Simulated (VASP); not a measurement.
Input of a VASP 6.6.1 run:

Contents of INCAR:

```
SYSTEM = H15NO6
PREC     = Accurate       ! precision mode
ENCUT    = 520            ! plane-wave cutoff, eV
EDIFF    = 1E-6           ! SCF threshold, eV
ISMEAR   = -1             ! smearing method
SIGMA    = 0.02           ! smearing width, eV
LREAL    = Auto         
LASPH    = .TRUE.         ! aspherical terms in the spheres
NELM     = 80             ! most SCF steps
ALGO     = Normal         ! electronic algorithm
ISIF     = 2              ! what is computed and relaxed
LWAVE    = .FALSE.        ! write WAVECAR
LCHARG   = .FALSE.        ! write CHGCAR
GGA      = PE             ! functional
IVDW     = 12             ! dispersion correction
NBANDS   = 45             ! bands
```

KPOINTS

```
Automatic mesh
0
G
  1 1 1
  0 0 0
```

POSCAR

```
H15NO6
1.0
    6.2222230000      0.0000000000      0.0000000000
    0.0000000000      6.2222230000      0.0000000000
    0.0000000000      0.0000000000      6.2222230000
O H N
6 15 1
Direct
    0.3008550797      0.7487318907      0.7266509836
    0.4967203597      0.1384748211      0.6792501453
    0.8733685989      0.5479846048      0.4864965465
    0.2971291800      0.4198806425      0.4004609243
    0.4929319000      0.4409899639      1.0107021389
    0.8753685507      0.8702368664      0.8079059609
    0.1500149374      0.7897149479      0.7547368111
    0.2982412297      0.6518176712      0.6009426105
    0.4107544162      0.2284409480      0.5784107010
    0.4153872271      0.0013574831      0.6979841882
    0.7907984546      0.6572314831      0.3941321277
    0.7748447178      0.4282749096      0.5039327936
    0.3580196523      0.4217257547      0.2512996816
    0.1401554681      0.4392970268      0.3907051735
    0.4975223261      0.3153865332      0.9113091157
    0.4248682468      0.5528773284      0.9213995146
    0.7847899579      0.9843224854      0.7492031711
    0.8373127049      0.7437500469      0.7198073005
    0.5496327444      0.7895021398      0.1720873198
    0.5686095573      0.9492384608      0.3846327550
    0.7473505580      0.9596289147      0.1899729441
    0.6542708326      0.8571177768      0.2785142926
```

Potentials or basis: VASP PAW PBE potentials, release 64 (O, H, N).

Command:

```bash
$ cat potpaw_PBE.64/O/POTCAR potpaw_PBE.64/H/POTCAR potpaw_PBE.64/N/POTCAR > POTCAR
$ mpirun -np 1 vasp_gam > vasp.out
```

Q: What does it give for the pressure?

A: -0.5 GPa.

Q: What does it give for the dispersion energy per atom?

A: -0.032 eV.

Q: Estimate the largest force.

A: 0.259 eV/Å.

Forces in eV/Å, atoms in the order of the input:
```
O    0.077 -0.059  0.047
O    0.017 -0.014 -0.039
O    0.019 -0.060  0.071
O   -0.021 -0.015  0.035
O   -0.098 -0.221 -0.093
O    0.072 -0.057  0.016
H   -0.105  0.090  0.028
H    0.013 -0.045 -0.075
H    0.000  0.038 -0.044
H    0.048  0.013  0.010
H   -0.021  0.170 -0.064
H   -0.062 -0.114  0.066
H   -0.003 -0.006  0.005
H   -0.036  0.051  0.059
H   -0.001  0.152  0.170
H   -0.074  0.107 -0.054
H   -0.007  0.142 -0.007
H    0.055 -0.084 -0.013
H    0.039 -0.042  0.018
H    0.052 -0.058 -0.042
H    0.037 -0.141 -0.035
N   -0.002  0.152 -0.058
```

Caveat: the k points lie up to 1.01 Å⁻¹ apart.
